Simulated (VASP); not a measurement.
# Te (P3_121) in VASP: further runs

The runs below take Te through electric field gradients, with LDA.

Everything below comes from runs of VASP 6.6.1. Logs are shortened: lines on timing, memory, paths and dates and some standing lists are left out, and cuts for length are marked.

### Step 1. The cell of the first run

The structure is trigonal, space group P3_121 (No. 152). Conventional cell: a = 4.398 Å, b = 4.398 Å, c = 5.845 Å, α = 90.00°, β = 90.00°, γ = 120.00°. Within 3.6 Å of Te (site symmetry 2) lie 6 Te at 2.75 to 3.48 Å.

### Step 2. Electric field gradients, LDA (volume scaled by 0.96)

Contents of INCAR:

```
SYSTEM = Te
PREC = Accurate
ENCUT = 520
EDIFF = 1E-8
ISMEAR = -1
SIGMA = 0.08
LREAL = .False.
LASPH = .True.
NELM = 80
ALGO = Normal
ISIF = 2
LWAVE = .False.
LCHARG = .False.
LEFG = .True.
NBANDS = 16
```

Contents of KPOINTS:

```
Automatic mesh
0
Gamma
  9 9 6
  0 0 0
```

Contents of POSCAR:

```
Te
1.0
    4.3977488370      0.0000000000      0.0000000000
   -2.1988744185      3.8085622123      0.0000000000
    0.0000000000      0.0000000000      5.8449226162
Te
3
Direct
    0.7450000000      0.0000000000      0.3333333333
    0.0000000000      0.7450000000      0.6666666667
    0.2550000000      0.2550000000      0.0000000000
```

Potentials or basis: VASP PAW LDA potentials, release 64 (Te).

Command:

```console
$ cat potpaw_LDA.64/Te/POTCAR > POTCAR
$ mpirun -np 1 vasp_std > vasp.out
```

OUTCAR:

```text
SYSTEM = Te
   PREC = Accurate
   ENCUT = 520
   EDIFF = 1E-8
   ISMEAR = -1
   LREAL = .False.
   LASPH = .True.
   NELM = 80
   ISIF = 2

 ion  position               nearest neighbor table
   1  0.745  0.000  0.333-   3 2.75   2 2.75   3 3.48   3 3.48   2 3.48   2 3.48
   2  0.000  0.745  0.667-   3 2.75   1 2.75   3 3.48   3 3.48   1 3.48   1 3.48
   3  0.255  0.255  0.000-   2 2.75   1 2.75   1 3.48   2 3.48   2 3.48   1 3.48

  LATTYP: Found a hexagonal cell.
 ALAT       =     4.3977488370
 C/A-ratio  =     1.3290714938

  Lattice vectors:

 A1 = (   4.3977488370,   0.0000000000,   0.0000000000)
 A2 = (  -2.1988744185,   3.8085622123,   0.0000000000)
 A3 = (   0.0000000000,   0.0000000000,   5.8449226162)

Analysis of symmetry for initial positions (statically):
=====================================================================
 Subroutine PRICEL returns:
 Original cell was already a primitive cell.

 Routine SETGRP: Setting up the symmetry group for a
 hexagonal supercell.

 Subroutine GETGRP returns: Found  6 space group operations
 (whereof  2 operations were pure point group operations)
 out of a pool of 24 trial point group operations.

The static configuration has the point symmetry C_2 .
 The point group associated with its full space group is D_3 .

Analysis of symmetry for dynamics (positions and initial velocities):
=====================================================================
 Subroutine PRICEL returns:
 Original cell was already a primitive cell.

 Routine SETGRP: Setting up the symmetry group for a
 hexagonal supercell.

 Subroutine GETGRP returns: Found  6 space group operations
 (whereof  2 operations were pure point group operations)
 out of a pool of 24 trial point group operations.

The dynamic configuration has the point symmetry C_2 .
 The point group associated with its full space group is D_3 .

 Subroutine INISYM returns: Found  6 space group operations
 (whereof  2 operations are pure point group operations),
 and found     1 'primitive' translations

----------------------------------------------------------------------------------------

                                     Primitive cell

  volume of cell :      97.8972

  direct lattice vectors                    reciprocal lattice vectors
     4.397748837  0.000000000  0.000000000     0.227389066  0.131283138  0.000000000
    -2.198874418  3.808562212  0.000000000     0.000000000  0.262566277  0.000000000
     0.000000000  0.000000000  5.844922616     0.000000000  0.000000000  0.171088664

  length of vectors
     4.397748837  4.397748837  5.844922616     0.262566277  0.262566277  0.171088664

  position of ions in fractional coordinates (direct lattice)
     0.745000000  0.000000000  0.333333333
     0.000000000  0.745000000  0.666666667
     0.255000000  0.255000000  0.000000000

  ion indices of the primitive-cell ions
   primitive index   ion index
                 1           1
                 2           2
                 3           3

----------------------------------------------------------------------------------------

 KPOINTS: Automatic mesh

Automatic generation of k-mesh.
 Grid dimensions read from file:
 generate k-points for:    9    9    6

 Generating k-lattice:

  Cartesian coordinates                     Fractional coordinates (reciprocal lattice)
     0.025265452  0.014587015  0.000000000     0.111111111  0.000000000  0.000000000
     0.000000000  0.029174031  0.000000000     0.000000000  0.111111111  0.000000000
     0.000000000  0.000000000  0.028514777     0.000000000  0.000000000  0.166666667

  Length of vectors
     0.029174031  0.029174031  0.028514777

  Shift w.r.t. Gamma in fractional coordinates (k-lattice)
     0.000000000  0.000000000  0.000000000

 Subroutine IBZKPT returns following result:
 ===========================================

 Found     62 irreducible k-points:

 Following reciprocal coordinates:
            Coordinates               Weight
  0.000000  0.000000  0.000000      1.000000
  0.111111  0.000000  0.000000      6.000000
  0.222222  0.000000  0.000000      6.000000
  0.333333 -0.000000  0.000000      6.000000
  0.444444  0.000000  0.000000      6.000000
  0.111111  0.111111  0.000000      6.000000
[... 16 lines left out ...]
  0.222222  0.111111  0.166667     12.000000
 -0.111111  0.333333  0.166667     12.000000
 [... further k-points ...]
   k-points           NKPTS =     62   k-points in BZ     NKDIM =     62   number of bands    NBANDS=     16
   number of dos      NEDOS =    301   number of ions     NIONS =      3
   total plane-waves  NPLWV =  62208
   dimension x,y,z NGX =    36 NGY =   36 NGZ =   48
   dimension x,y,z NGXF=    72 NGYF=   72 NGZF=   96
   ions per type =               3
   NGX,Y,Z   is equivalent  to a cutoff of  13.61, 13.61, 13.65 a.u.
   NGXF,Y,Z  is equivalent  to a cutoff of  27.22, 27.22, 27.31 a.u.
 SYSTEM =  Te
   PREC   = accura    normal or accurate (medium, high low for compatibility)
   ISTART =      0    job   : 0-new  1-cont  2-samecut
   ICHARG =      2    charge: 1-file 2-atom 10-const
   ISPIN  =      1    spin polarized calculation?
   LNONCOLLINEAR =      F non collinear calculations
   LSORBIT =      F    spin-orbit coupling
   LASPH  =      T    aspherical Exc in radial PAW
   ENCUT  =  520.0 eV  38.22 Ry    6.18 a.u.   8.18  8.18 10.87*2*pi/ulx,y,z
   NELM   =     80;   NELMIN=  2; NELMDL= -5     # of ELM steps
   EDIFF  = 0.1E-07   stopping-criterion for ELM
   LREAL  =      F    real-space projection
   EDIFFG = 0.1E-06   stopping-criterion for IOM
   NSW    =      0    number of steps for IOM
   IBRION =     -1    ionic relax: 0-MD 1-quasi-New 2-CG
   NFREE  =      0    steps in history (QN), initial steepest desc. (CG)
   ISIF   =      2    stress and relaxation
   ISYM   =      2    0-nonsym 1-usesym 2-fastsym
   POTIM  = 0.5000    time-step for ionic-motion
   TEBEG  =    0.0;   TEEND  =   0.0 temperature during run
   PSTRESS=    0.0 pullay stress
   NELECT =      18.0000    total number of electrons
   NUPDOWN=      -1.0000    fix difference up-down
   EMIN   =  10.00;   EMAX   =-10.00  energy-range for DOS
   EFERMI =   0.00;   METHOD = LEGACY
   ISMEAR =    -1;   SIGMA  =   0.08  broadening in eV -4-tet -1-fermi 0-gaus
   EFERMI_NEDOS =   21; number of points for ismear=-14 and -15
   IALGO  =     38    algorithm
   IMIX   =      4    mixing-type and parameters
     AMIX     =   0.40;   BMIX     =  1.00
     AMIX_MAG =   1.60;   BMIX_MAG =  1.00
  volume/ion in A,a.u.               =      32.63       220.21
  Fermi-wavevector in a.u.,A,eV,Ry     =   0.930913  1.759170 11.790786  0.866598
  Thomas-Fermi vector in A             =   2.057351
   LORBIT       =      0    0 simple, 1 ext, 2 COOP (PROOUT), +10 PAW based schemes
   GGA     = CA    functional components
   LHFCALC =     F    Hartree Fock is set to
   AEXX    =    0.0000 exact exchange contribution
   IVDW    =     0    specifies the selected vdW correction
   LEPSILON=     F    determine dielectric tensor
   LRPA    =     F    only Hartree local field effects (RPA)
 non-spin polarized calculation
  energy-cutoff  :      520.00
  volume of cell :       97.90
 maximum number of plane-waves:      2655
 NGX is ok and might be reduce to    36
   NGX = 17   NGY = 17   NGZ = 21

 number of electron      18.0000000 magnetization

 Free energy of the ion-electron system (eV)
  ---------------------------------------------------
  ext. energy  EPLUGINS =         0.00000000
  ---------------------------------------------------
  free energy    TOTEN  =       -11.27018530 eV

  energy without entropy =      -11.26796551  energy(sigma->0) =      -11.26907541

 E-fermi :   6.4204     XC(G=0):  -9.4465

 val. band max:        6.3782318062   @ k =   0.3333   0.3333   0.5000
 cond. band min:       6.8624256130   @ k =   0.0000   0.0000   0.5000
 fundamental gap:      0.4841938068
 Fermi energy:         6.4203795844

 k-point     1 :       0.0000    0.0000    0.0000
  band No.  band energies     occupation
      1      -7.8121      2.00000
      2      -4.2220      2.00000
      3      -4.2220      2.00000
      4       3.0027      2.00000
      5       3.3518      2.00000
      6       3.3518      2.00000
[... 8 lines left out ...]
     15      12.0410      0.00000
     16      12.6233      0.00000
[... 419 lines left out ...]
 k-point    24 :      -0.1111    0.3333    0.1667
  band No.  band energies     occupation
      1      -7.1905      2.00000
      2      -5.0219      2.00000
      3      -3.5906      2.00000
      4       1.4437      2.00000
      5       1.9142      2.00000
      6       3.0399      2.00000
[... 8 lines left out ...]
     15      12.7428      0.00000
     16      13.1905      0.00000

 [... further k-points ...]
[... 5 lines left out ...]
  --------------------------------------------------------------------------------------
  -------------------------------------------------------------------------------------
  Total        0.8915509      0.8915509      2.1067895      0.0000000      0.0000000     -0.0000000
  in kB       14.5910473     14.5910473     34.4795423      0.0000000      0.0000000     -0.0000000
  external PRESSURE =      21.2205456 kB  Pullay stress =       0.0000000 kB

 VOLUME and BASIS-vectors are now :
 -----------------------------------------------------------------------------
  energy-cutoff  :      520.00
  volume of cell :       97.90
      direct lattice vectors                 reciprocal lattice vectors
     4.397748837  0.000000000  0.000000000     0.227389066  0.131283138  0.000000000
    -2.198874418  3.808562212  0.000000000     0.000000000  0.262566277  0.000000000
     0.000000000  0.000000000  5.844922616     0.000000000  0.000000000  0.171088664

 POSITION                                       TOTAL-FORCE (eV/Angst)
 -----------------------------------------------------------------------------------
      3.27632      0.00000      1.94831        -0.823996     -0.000000      0.000000
     -1.63816      2.83738      3.89662         0.411998     -0.713602     -0.000000
      0.56071      0.97118      0.00000         0.411998      0.713602     -0.000000
 -----------------------------------------------------------------------------------
    total drift:                               -0.000000      0.000000     -0.000000

  FREE ENERGIE OF THE ION-ELECTRON SYSTEM (eV)
  ---------------------------------------------------
  free  energy   TOTEN  =       -11.2701853046 eV

  energy  without entropy=      -11.2679655094  energy(sigma->0) =      -11.26907541

 Electric field gradients (V/A^2)
---------------------------------------------------------------------
 ion       V_xx      V_yy      V_zz      V_xy      V_xz      V_yz
---------------------------------------------------------------------
   1     168.929  -396.698   227.770    -0.000    -0.000  -336.246
   2    -255.292    27.522   227.770  -244.924   291.198   168.123
   3    -255.292    27.522   227.770   244.924  -291.198   168.123
---------------------------------------------------------------------

 Electric field gradients after diagonalization (V/A^2)
 (convention: |V_zz| > |V_xx| > |V_yy|)
----------------------------------------------------------------------
 ion       V_xx      V_yy      V_zz     asymmetry (V_yy - V_xx)/ V_zz
----------------------------------------------------------------------
   1     374.395   168.929  -543.323       0.378
   2     374.395   168.929  -543.323       0.378
   3     374.395   168.929  -543.323       0.378
----------------------------------------------------------------------

           NMR quadrupolar parameters

 Cq : quadrupolar parameter    Cq=e*Q*V_zz/h
 eta: asymmetry parameters     (V_yy - V_xx)/ V_zz
 Q  : nuclear electric quadrupole moment in mb (millibarn)
----------------------------------------------------------------------
 ion       Cq(MHz)       eta       Q (mb)
----------------------------------------------------------------------
   1      -1.314       0.378       1.000
   2      -1.314       0.378       1.000
   3      -1.314       0.378       1.000
----------------------------------------------------------------------
```

It took 91 s on 1 thread of Intel Xeon Platinum 8259CL at 2.50GHz (Skylake/Cascade Lake), shared host; peak memory 0.24 GiB.

What came out:

```
Free energy   : -11.2702 eV
Pressure      : 2.1 GPa
Largest force : 0.824 eV/Å
```

Forces on the atoms (eV/Å):
```
Te  -0.824  0.000  0.000
Te   0.412 -0.714  0.000
Te   0.412  0.714  0.000
```

Electric field gradients, principal values (V/Å²):
| atom | least | middle | greatest (by size) |
| --- | --- | --- | --- |
| 1 Te | 168.929 | 374.395 | -543.323 |
| 2 Te | 168.929 | 374.395 | -543.323 |
| 3 Te | 168.929 | 374.395 | -543.323 |

Caveat: without QUAD_EFG the Cq values of the log hold for a quadrupole moment of 1 mb, not for the nuclei; spin-orbit coupling is left out, which moves the levels of the heavy elements.

### Step 3. Electric field gradients, LDA (volume scaled by 0.96)

Contents of INCAR:

```
SYSTEM = Te
  PREC = Accurate
  ENCUT = 520
  EDIFF = 1E-8
  ISMEAR = -1
  SIGMA = 0.08
  LREAL = .FALSE.
  LASPH = .TRUE.
  NELM = 100
  ALGO = Normal
  ISIF = 2
  LWAVE = .FALSE.
  LCHARG = .FALSE.
  GGA = CA
  LEFG = .TRUE.
  NBANDS = 16
```

Contents of KPOINTS:

```
regular mesh
0
G
  9 9 6
  0 0 0
```

POSCAR is that of step 2.

Potentials or basis: VASP PAW LDA potentials, release 64 (Te).

Command:

```console
$ cat potpaw_LDA.64/Te/POTCAR > POTCAR
$ mpirun -np 1 vasp_std > vasp.out
```

OUTCAR:

```text
SYSTEM = Te
   PREC = Accurate
   ENCUT = 520
   EDIFF = 1E-8
   ISMEAR = -1
   LREAL = .FALSE.
   LASPH = .TRUE.
   NELM = 100
   ISIF = 2
   GGA = CA

 ion  position               nearest neighbor table
   1  0.745  0.000  0.333-   3 2.75   2 2.75   3 3.48   3 3.48   2 3.48   2 3.48
   2  0.000  0.745  0.667-   3 2.75   1 2.75   3 3.48   3 3.48   1 3.48   1 3.48
   3  0.255  0.255  0.000-   2 2.75   1 2.75   1 3.48   2 3.48   2 3.48   1 3.48

  LATTYP: Found a hexagonal cell.
 ALAT       =     4.3977488370
 C/A-ratio  =     1.3290714938

  Lattice vectors:
[... 678 lines left out ...]

  energy  without entropy=      -11.2679655094  energy(sigma->0) =      -11.26907541

 Electric field gradients (V/A^2)
---------------------------------------------------------------------
 ion       V_xx      V_yy      V_zz      V_xy      V_xz      V_yz
---------------------------------------------------------------------
   1     168.929  -396.698   227.770    -0.000    -0.000  -336.246
   2    -255.292    27.522   227.770  -244.924   291.198   168.123
   3    -255.292    27.522   227.770   244.924  -291.198   168.123
---------------------------------------------------------------------

 Electric field gradients after diagonalization (V/A^2)
 (convention: |V_zz| > |V_xx| > |V_yy|)
----------------------------------------------------------------------
 ion       V_xx      V_yy      V_zz     asymmetry (V_yy - V_xx)/ V_zz
----------------------------------------------------------------------
   1     374.395   168.929  -543.323       0.378
   2     374.395   168.929  -543.323       0.378
   3     374.395   168.929  -543.323       0.378
----------------------------------------------------------------------

           NMR quadrupolar parameters

 Cq : quadrupolar parameter    Cq=e*Q*V_zz/h
 eta: asymmetry parameters     (V_yy - V_xx)/ V_zz
 Q  : nuclear electric quadrupole moment in mb (millibarn)
----------------------------------------------------------------------
 ion       Cq(MHz)       eta       Q (mb)
----------------------------------------------------------------------
   1      -1.314       0.378       1.000
   2      -1.314       0.378       1.000
   3      -1.314       0.378       1.000
----------------------------------------------------------------------
```

stdout:

```text
POSCAR found type information on POSCAR Te
 POSCAR found :  1 types and       3 ions
 scaLAPACK will be used
 LDA part: xc-table for (Slater(with rela. corr.)+CA(PZ))
 , standard interpolation
 POSCAR, INCAR and KPOINTS ok, starting setup
 FFT: planning ... GRIDC
 FFT: planning ... GRID_SOFT
 FFT: planning ... GRID
 WAVECAR not read
 entering main loop
ion   1

ion   2
     0.0000585     1.0050742    -0.5810104    -0.6355459    -1.0063395     0.5802799
     0.0000806     1.0050742    -0.5810104    -0.6355459    -1.0063395     0.5802799
     0.0001110     1.0050742    -0.5810104    -0.6355459    -1.0063395     0.5802799
     0.0001528     1.0050742    -0.5810104    -0.6355459    -1.0063395     0.5802799

     0.0000585   224.0456117  -153.6953318  -180.3164523  -266.2081236   129.3527942
     0.0000806   224.0188279  -153.6769279  -180.2948095  -266.1762471   129.3373306
     0.0001110   223.9763785  -153.6477619  -180.2605080  -266.1257301   129.3128224
     0.0001528   223.9093871  -153.6017374  -180.2063752  -266.0460134   129.2741449

ion   3
     0.0000585    -1.0050742    -0.5810104    -0.6355459     1.0063395     0.5802799
     0.0000806    -1.0050742    -0.5810104    -0.6355459     1.0063395     0.5802799
     0.0001110    -1.0050742    -0.5810104    -0.6355459     1.0063395     0.5802799
     0.0001528    -1.0050742    -0.5810104    -0.6355459     1.0063395     0.5802799

     0.0000585  -224.0456117  -153.6953318  -180.3164523   266.2081236   129.3527942
     0.0000806  -224.0188279  -153.6769279  -180.2948095   266.1762471   129.3373306
     0.0001110  -223.9763785  -153.6477619  -180.2605080   266.1257301   129.3128224
     0.0001528  -223.9093871  -153.6017374  -180.2063752   266.0460134   129.2741449
```

Run time: 91 s. Hardware: 1 thread of Intel Xeon Platinum 8259CL at 2.50GHz (Skylake/Cascade Lake), shared host; peak memory 0.23 GiB.

Results:

```
Free energy   : -11.2702 eV
Pressure      : 2.1 GPa
Largest force : 0.824 eV/Å
```

Forces on the atoms (eV/Å):
```
Te  -0.824  0.000  0.000
Te   0.412 -0.714  0.000
Te   0.412  0.714  0.000
```

Levels at points of the mesh, in eV from the Fermi level:
```csv
k point,band 7,band 8,band 9,band 10,band 11,band 12
"(0.00, 0.00, 0.00)",-1.88,-1.88,-0.80,0.96,0.96,1.63
"(0.00, 0.00, 0.50)",-1.58,-1.30,-1.30,0.44,0.58,0.58
```

Electric field gradients, principal values (V/Å²):
| atom | least | middle | greatest (by size) |
| --- | --- | --- | --- |
| 1 Te | 168.929 | 374.395 | -543.323 |
| 2 Te | 168.929 | 374.395 | -543.323 |
| 3 Te | 168.929 | 374.395 | -543.323 |

Caveat: without QUAD_EFG the Cq values of the log hold for a quadrupole moment of 1 mb, not for the nuclei; spin-orbit coupling is left out, which moves the levels of the heavy elements.

(Continued in part 2 of 3.)
